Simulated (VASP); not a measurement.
Crystal: VRu.

```xyz
2
Lattice="2.9900 0.0000 0.0000 0.0000 2.9900 0.0000 0.0000 0.0000 2.9900" Properties=species:S:1:pos:R:3 pbc="T T T"
V     1.4950    1.4950    1.4950
Ru    0.0000    0.0000    0.0000
```

Base run:

```yaml
Program: VASP 6.6.1
Functional: LDA
Potentials_or_basis: VASP PAW LDA potentials, release 64 (V_sv, Ru_pv)
Cutoff: 520 eV
k_mesh: 10 × 10 × 10
Occupations: fermi-dirac, width 0.05 eV
Spin: collinear spin, ferromagnetic start
Starting_moments: "[0.28, 0.01] μB"
Fixed_moment: 0.3 μB
```

Its results: pressure -10.5 GPa; site moments V +0.26; Ru +0.01 μB.

Task: The run is repeated on the same cell with these changes: fixed moment from 0.3 μB to 0.6 μB; moments at the start from [0.28, 0.01] to [0.58, 0.01]. What comes out?

Result: Pressure -9.9 GPa; site moments V +0.54; Ru +0.01 μB.

Caveats: the total moment is fixed, so each spin has its own Fermi level.
